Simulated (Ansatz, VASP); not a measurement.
This is a calculation of ZnSe for Ansatz 0.2.0.

input.yaml

```yaml
crystal:
  lattice:
    - [0.0, 2.8338, 2.8338]
    - [2.8338, 0.0, 2.8338]
    - [2.8338, 2.8338, 0.0]
  atoms:
    - { symbol: Se, position: [0.75, 0.75, 0.75] }
    - { symbol: Zn, position: [0.0, 0.0, 0.0] }
hamiltonian:
  xc: r2scan
  pseudopotentials: { kind: paw }
  dispersion: rvv10
kpoints:
  mp_grid: { grid: [8, 8, 8] }
scf:
  occupations: { method: fermi_dirac, width: 0.05 }
output:
  forces: true
  stress: true
relax:
  f_tol: 0.01
  max_steps: 40
  cell: { stress_tol: 0.05 }
```

Potentials or basis: Ansatz PAW.

Command:

```bash
$ ansatz run input.yaml --threads 2 --pin off --max-ram 5120MiB --backend cpu --events-out ev --progress --plain --runs-dir out
```

Problem. Set up the same calculation for VASP 6.6.1. Potentials there: VASP PAW PBE potentials, release 64 (Se, Zn).

Solution. As run (the cutoff follows the program's own potentials):

Contents of POSCAR:

```
ZnSe
1.0
    0.0000000000      2.8338000000      2.8338000000
    2.8338000000      0.0000000000      2.8338000000
    2.8338000000      2.8338000000      0.0000000000
Se Zn
1 1
Direct
    0.7500000000      0.7500000000      0.7500000000
    0.0000000000      0.0000000000      0.0000000000
```

Contents of INCAR.step1:

```
SYSTEM = ZnSe
  PREC = Accurate
  ENCUT = 600
  ISMEAR = -1
  SIGMA = 0.05
  LREAL = .False.
  LASPH = .True.
  NELM = 80
  GGA = PE
  ALGO = Normal
  EDIFF = 1E-4
  LWAVE = .True.
  LCHARG = .False.
```

Contents of INCAR.step2:

```
SYSTEM = ZnSe
  PREC = Accurate
  ENCUT = 600
  EDIFF = 1E-6
  ISMEAR = -1
  SIGMA = 0.05
  LREAL = .False.
  LASPH = .True.
  NELM = 80
  ALGO = Normal
  ISIF = 3
  LWAVE = .False.
  LCHARG = .False.
  METAGGA = R2SCAN
  LMIXTAU = .True.
  LUSE_VDW = .True.
  IVDW_NL = 2
  BPARAM = 11.95
  CPARAM = 0.0093
  IBRION = 2
  NSW = 60
  EDIFFG = -0.01
  ISTART = 1
```

KPOINTS

```
Automatic mesh
0
Gamma
  8 8 8
  0 0 0
```

Potentials or basis: VASP PAW PBE potentials, release 64 (Se, Zn).

Run with:

```sh
$ cat potpaw_PBE.64/Se/POTCAR potpaw_PBE.64/Zn/POTCAR > POTCAR
$ cp INCAR.step1 INCAR
$ mpirun -np 1 vasp_std > vasp.out
$ cp INCAR.step2 INCAR
$ mpirun -np 1 vasp_std > vasp.out
```

Both were run:

|  | VASP | Ansatz | Ansatz less VASP |
| --- | --- | --- | --- |
| relaxed volume (Å³/atom) | 22.47 | 22.42 | -0.048 |
| relaxed length of the cell vector where the two differ most in proportion (Å) | 3.991 | 3.988 | -0.0028 |

VASP's potentials were made for PBE, not for r2SCAN. VASP's potentials hold 18 valence electrons a cell and Ansatz's 28, so a difference there can come from the potentials and not from the codes.

Noted on Ansatz's run: the plane-wave basis is chosen anew once the cell has moved, so the energies of steps on either side of that aren't comparable.
